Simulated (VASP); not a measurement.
# PbS (Galena) (Fm-3m) in VASP: a series of runs

PbS (Galena) is run at these levels: PBE; tasks: single point.

All numbers are computed with VASP 6.6.1; they aren't measurements. Logs are shortened: lines on timing, memory, paths and dates and some standing lists are left out, and cuts for length are marked.

### 1 The cell of the first run

Symmetry: Fm-3m, No. 225, cubic system. Conventional cell: a = 5.931 Å, b = 5.931 Å, c = 5.931 Å, α = 90.00°, β = 90.00°, γ = 90.00°. Pb (site symmetry m-3m) has 6 S at 2.97 Å within 3.9 Å. S (site symmetry m-3m) has 6 Pb at 2.97 Å within 3.9 Å.

### 2 Single point, PBE

INCAR

```
SYSTEM = PbS
PREC = Accurate
ENCUT = 500
EDIFF = 1E-6
ISMEAR = 0
SIGMA = 0.01
LREAL = .False.
LASPH = .True.
NELM = 120
ALGO = Normal
ISIF = 2
LWAVE = .False.
LCHARG = .False.
GGA = PE
NBANDS = 17
GGA_COMPAT = .False.
```

KPOINTS

```
Automatic mesh
0
Gamma
  3 3 3
  0 0 0
```

POSCAR

```
PbS
1.0
    0.0000000000      2.9657500000      2.9657500000
    2.9657500000      0.0000000000      2.9657500000
    2.9657500000      2.9657500000      0.0000000000
Pb S
1 1
Direct
    0.0000000000      0.0000000000      0.0000000000
    0.5000000000      0.5000000000      0.5000000000
```

Potentials or basis: VASP PAW PBE potentials, release 64 (Pb_d, S).

Started as:

```console
> cat potpaw_PBE.64/Pb_d/POTCAR potpaw_PBE.64/S/POTCAR > POTCAR
> mpirun -np 1 vasp_std > vasp.out
```

OUTCAR:

```text
SYSTEM = PbS
   PREC = Accurate
   ENCUT = 500
   EDIFF = 1E-6
   ISMEAR = 0
   LREAL = .False.
   LASPH = .True.
   NELM = 120
   ISIF = 2
   GGA = PE

 ion  position               nearest neighbor table
   1  0.000  0.000  0.000-   2 2.97   2 2.97   2 2.97   2 2.97   2 2.97   2 2.97
   2  0.500  0.500  0.500-   1 2.97   1 2.97   1 2.97   1 2.97   1 2.97   1 2.97

  LATTYP: Found a face centered cubic cell.
 ALAT       =     5.9315000000

  Lattice vectors:

 A1 = (   0.0000000000,   2.9657500000,   2.9657500000)
 A2 = (   2.9657500000,   0.0000000000,   2.9657500000)
 A3 = (   2.9657500000,   2.9657500000,   0.0000000000)

Analysis of symmetry for initial positions (statically):
=====================================================================
 Subroutine PRICEL returns:
 Original cell was already a primitive cell.

 Routine SETGRP: Setting up the symmetry group for a
 face centered cubic supercell.

 Subroutine GETGRP returns: Found 48 space group operations
 (whereof 48 operations were pure point group operations)
 out of a pool of 48 trial point group operations.

The static configuration has the point symmetry O_h .

Analysis of symmetry for dynamics (positions and initial velocities):
=====================================================================
 Subroutine PRICEL returns:
 Original cell was already a primitive cell.

 Routine SETGRP: Setting up the symmetry group for a
 face centered cubic supercell.

 Subroutine GETGRP returns: Found 48 space group operations
 (whereof 48 operations were pure point group operations)
 out of a pool of 48 trial point group operations.

The dynamic configuration has the point symmetry O_h .

 Subroutine INISYM returns: Found 48 space group operations
 (whereof 48 operations are pure point group operations),
 and found     1 'primitive' translations

----------------------------------------------------------------------------------------

                                     Primitive cell

  volume of cell :      52.1715

  direct lattice vectors                    reciprocal lattice vectors
     0.000000000  2.965750000  2.965750000    -0.168591419  0.168591419  0.168591419
     2.965750000  0.000000000  2.965750000     0.168591419 -0.168591419  0.168591419
     2.965750000  2.965750000  0.000000000     0.168591419  0.168591419 -0.168591419

  length of vectors
     4.194203873  4.194203873  4.194203873     0.292008903  0.292008903  0.292008903

  position of ions in fractional coordinates (direct lattice)
[... 58 lines left out ...]
   EDIFF  = 0.1E-05   stopping-criterion for ELM
   LREAL  =      F    real-space projection
   EDIFFG = 0.1E-04   stopping-criterion for IOM
   NSW    =      0    number of steps for IOM
   IBRION =     -1    ionic relax: 0-MD 1-quasi-New 2-CG
   NFREE  =      0    steps in history (QN), initial steepest desc. (CG)
   ISIF   =      2    stress and relaxation
   ISYM   =      2    0-nonsym 1-usesym 2-fastsym
   POTIM  = 0.5000    time-step for ionic-motion
   TEBEG  =    0.0;   TEEND  =   0.0 temperature during run
   PSTRESS=    0.0 pullay stress
   NELECT =      20.0000    total number of electrons
   NUPDOWN=      -1.0000    fix difference up-down
   EMIN   =  10.00;   EMAX   =-10.00  energy-range for DOS
   EFERMI =   0.00;   METHOD = LEGACY
   ISMEAR =     0;   SIGMA  =   0.01  broadening in eV -4-tet -1-fermi 0-gaus
   EFERMI_NEDOS =   21; number of points for ismear=-14 and -15
   IALGO  =     38    algorithm
   IMIX   =      4    mixing-type and parameters
     AMIX     =   0.40;   BMIX     =  1.00
     AMIX_MAG =   1.60;   BMIX_MAG =  1.00
  volume/ion in A,a.u.               =      26.09       176.04
  Fermi-wavevector in a.u.,A,eV,Ry     =   1.189251  2.247359 19.242973  1.414319
  Thomas-Fermi vector in A             =   2.325363
   LORBIT       =      0    0 simple, 1 ext, 2 COOP (PROOUT), +10 PAW based schemes
   GGA     = PE    functional components
   LHFCALC =     F    Hartree Fock is set to
   AEXX    =    0.0000 exact exchange contribution
   IVDW    =     0    specifies the selected vdW correction
   LEPSILON=     F    determine dielectric tensor
   LRPA    =     F    only Hartree local field effects (RPA)
 non-spin polarized calculation
 Gauss-broadening in eV      SIGMA  =   0.01
  energy-cutoff  :      500.00
  volume of cell :       52.17
 maximum number of plane-waves:      1363
 NGX is ok and might be reduce to    30
   NGX = 15   NGY = 15   NGZ = 15

 number of electron      19.9999998 magnetization

 Free energy of the ion-electron system (eV)
  ---------------------------------------------------
  ext. energy  EPLUGINS =         0.00000000
  ---------------------------------------------------
  free energy    TOTEN  =        -8.87078556 eV

  energy without entropy =       -8.87078556  energy(sigma->0) =       -8.87078556

 E-fermi :   5.1934     XC(G=0):  -9.7009

 val. band max:        5.0560033845   @ k =   0.3333   0.0000   0.0000
 cond. band min:       7.2730381283   @ k =   0.3333   0.0000   0.0000
 fundamental gap:      2.2170347439
 Fermi energy:         5.1934233558

 k-point     1 :       0.0000    0.0000    0.0000
  band No.  band energies     occupation
      1     -11.0302      2.00000
      2     -11.0302      2.00000
      3     -11.0302      2.00000
      4     -11.0153      2.00000
      5     -11.0153      2.00000
      6      -7.8125      2.00000
[... 57 lines left out ...]
      4     -10.9969      2.00000
      5     -10.9834      2.00000
      6      -6.2372      2.00000
[... 9 lines left out ...]
     16      16.0067      0.00000
     17      17.7058      0.00000

------------------------ aborting loop because EDIFF is reached ----------------------------------------

  FORCE on cell =-STRESS in cart. coord.  units (eV):
  Direction    XX          YY          ZZ          XY          YZ          ZX
  --------------------------------------------------------------------------------------
  -------------------------------------------------------------------------------------
  Total        0.3561265      0.3561265      0.3561265      0.0000000      0.0000000     -0.0000000
  in kB       10.9365742     10.9365742     10.9365742      0.0000000      0.0000000     -0.0000000
  external PRESSURE =      10.9365742 kB  Pullay stress =       0.0000000 kB

 VOLUME and BASIS-vectors are now :
 -----------------------------------------------------------------------------
  energy-cutoff  :      500.00
  volume of cell :       52.17
      direct lattice vectors                 reciprocal lattice vectors
     0.000000000  2.965750000  2.965750000    -0.168591419  0.168591419  0.168591419
     2.965750000  0.000000000  2.965750000     0.168591419 -0.168591419  0.168591419
     2.965750000  2.965750000  0.000000000     0.168591419  0.168591419 -0.168591419

 POSITION                                       TOTAL-FORCE (eV/Angst)
 -----------------------------------------------------------------------------------
      0.00000      0.00000      0.00000        -0.000000      0.000000     -0.000000
      2.96575      2.96575      2.96575         0.000000     -0.000000      0.000000
 -----------------------------------------------------------------------------------
    total drift:                                0.000000     -0.000000     -0.000000

  FREE ENERGIE OF THE ION-ELECTRON SYSTEM (eV)
  ---------------------------------------------------
  free  energy   TOTEN  =        -8.8707855560 eV

  energy  without entropy=       -8.8707855560  energy(sigma->0) =       -8.87078556
```

stdout:

```text
POSCAR found type information on POSCAR PbS
 POSCAR found :  2 types and       2 ions
 scaLAPACK will be used
 LDA part: xc-table for (Slater+PW92), standard interpolation
 POSCAR, INCAR and KPOINTS ok, starting setup
 FFT: planning ... GRIDC
 FFT: planning ... GRID_SOFT
 FFT: planning ... GRID
 WAVECAR not read
 entering main loop
```

It took 3.4 s on 1 thread of Intel Xeon 6975P-C (Granite Rapids), shared host; peak memory 0.16 GiB.

What came out:

| Property | Result |
| --- | --- |
| Free energy | -8.8708 eV |
| Pressure | 1.1 GPa |

Levels at points of the mesh, in eV from the Fermi level:
```
           k point  band 6  band 7  band 8  band 9  band 10  band 11  band 12  band 13  band 14  band 15
(0.00, 0.00, 0.00)  -13.01   -5.43   -1.58   -1.58    -1.58     5.83     5.83     5.83     7.34     7.34
```

Caveat: the k points lie up to 0.61 Å⁻¹ apart; this odd mesh misses L, where the gap lies, so gap, dielectric constants and Born charges aren't listed; spin-orbit coupling is left out, which moves the levels of the heavy elements.

### 3 Single point, PBE

INCAR

```
ALGO     = Normal         # electronic algorithm
EDIFF    = 1E-6           # SCF threshold, eV
ENCUT    = 500            # plane-wave cutoff, eV
GGA      = PE             # functional
GGA_COMPAT= False        
ISIF     = 2              # what is computed and relaxed
ISMEAR   = 0              # smearing method
LASPH    = True           # aspherical terms in the spheres
LCHARG   = False          # write CHGCAR
LREAL    = False          # projectors in reciprocal space
LWAVE    = False          # write WAVECAR
NBANDS   = 17             # bands
NELM     = 120            # most SCF steps
PREC     = Accurate       # precision mode
SIGMA    = 0.01           # smearing width, eV
```

KPOINTS

```
k-points
0
Gamma
  4 4 4
```

POSCAR is that of step 2.

Potentials or basis: VASP PAW PBE potentials, release 64 (Pb_d, S).

Started as:

```console
> cat potpaw_PBE.64/Pb_d/POTCAR potpaw_PBE.64/S/POTCAR > POTCAR
> mpirun -np 1 vasp_std > vasp.out
```

Run time: 4.3 s. Hardware: 1 thread of Intel Xeon 6975P-C (Granite Rapids), shared host; peak memory 0.17 GiB.

It converged, with:

```
Free energy            : -8.7419 eV
Pressure               : 2.2 GPa
Band gap on the k mesh : 0.36 eV, direct
```

Levels at points of the mesh, in eV from the valence-band top:
```
           k point  band 7  band 8  band 9  band 10  band 11  band 12  band 13  band 14
(0.00, 0.00, 0.00)   -6.04   -2.17   -2.17    -2.17     5.21     5.21     5.21     6.73
(0.50, 0.00, 0.00)   -8.85   -1.78   -1.78     0.00     0.36     1.96     1.96     8.66
(0.50, 0.50, 0.00)   -7.20   -5.20   -3.44    -3.44     3.86     5.58     5.68     5.68
```

Caveat: the k points lie up to 0.46 Å⁻¹ apart; spin-orbit coupling is left out, which moves the levels of the heavy elements. A k mesh can miss the band edges.

### 4 Single point, PBE

INCAR

```
ALGO = Normal ; EDIFF = 1E-6
ENCUT = 500 ; GGA = PE
GGA_COMPAT = F ; ISIF = 2
ISMEAR = 0 ; LASPH = T
LCHARG = F ; LREAL = F
LWAVE = F ; NBANDS = 17
NELM = 120 ; PREC = Accurate
SIGMA = 0.01
```

KPOINTS

```
k-points
0
Gamma
  5 5 5
```

POSCAR is that of step 3.

Started as:

```console
> cat potpaw_PBE.64/Pb_d/POTCAR potpaw_PBE.64/S/POTCAR > POTCAR
> mpirun -np 1 vasp_std > vasp.out
```

Run time: 4.8 s. Hardware: 1 thread of Intel Xeon 6975P-C (Granite Rapids), shared host; peak memory 0.16 GiB.

Results (log left out):

```yaml
Free_energy: -8.7685 eV
Pressure: 2.0 GPa
```

Levels at points of the mesh, in eV from the Fermi level:
| k point | band 7 | band 8 | band 9 | band 10 | band 11 | band 12 | band 13 | band 14 |
| --- | --- | --- | --- | --- | --- | --- | --- | --- |
| (0.00, 0.00, 0.00) | -5.75 | -1.89 | -1.89 | -1.89 | 5.50 | 5.50 | 5.50 | 7.01 |

Caveat: this odd mesh misses L, where the gap lies, so gap, dielectric constants and Born charges aren't listed; spin-orbit coupling is left out, which moves the levels of the heavy elements.

### 5 Summary

```csv
k mesh,pressure (GPa)
3 × 3 × 3,1.1
4 × 4 × 4,2.2
5 × 5 × 5,2.0
```

Alike in all rows: task single point; level PBE; potentials or basis VASP PAW PBE potentials, release 64 (Pb_d, S); no spin polarisation; cell as given; cutoff (eV) 500; smearing gaussian 0.01 eV.

Caveats: some runs use coarse meshes; spin-orbit coupling is left out, which moves the levels of the heavy elements.

Absolute energies hang on the potentials; compare differences alone.
